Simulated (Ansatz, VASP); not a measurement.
## One calculation of SrCl2, two programs

```xyz
3
Lattice="0.0000 3.4474 3.4474 3.4474 0.0000 3.4474 3.4474 3.4474 0.0000" Properties=species:S:1:pos:R:3 pbc="T T T"
Sr    0.0000    0.0000    0.0000
Cl    1.7237    1.7237    1.7237
Cl    5.1711    5.1711    5.1711
```

Alike in both runs: task single point; functional PBE; k mesh 6 × 6 × 6; no spin polarisation.

|  | VASP | Ansatz |
| --- | --- | --- |
| version | VASP 6.6.1 | Ansatz 0.2.0 |
| potentials or method | VASP PAW PBE potentials, release 64 (Sr_sv, Cl) | plane waves, PAW |
| plane-wave cutoff (eV) | 520 | 420 |
| occupations | gaussian, width 0.01 eV | fixed |
| valence electrons in the cell | 24 | 24 |

```csv
,VASP,Ansatz,Ansatz less VASP
gap on the k mesh at the Fermi level (eV),5.48,5.48,+0.006
pressure (GPa),2.5,2.4,-0.10
```
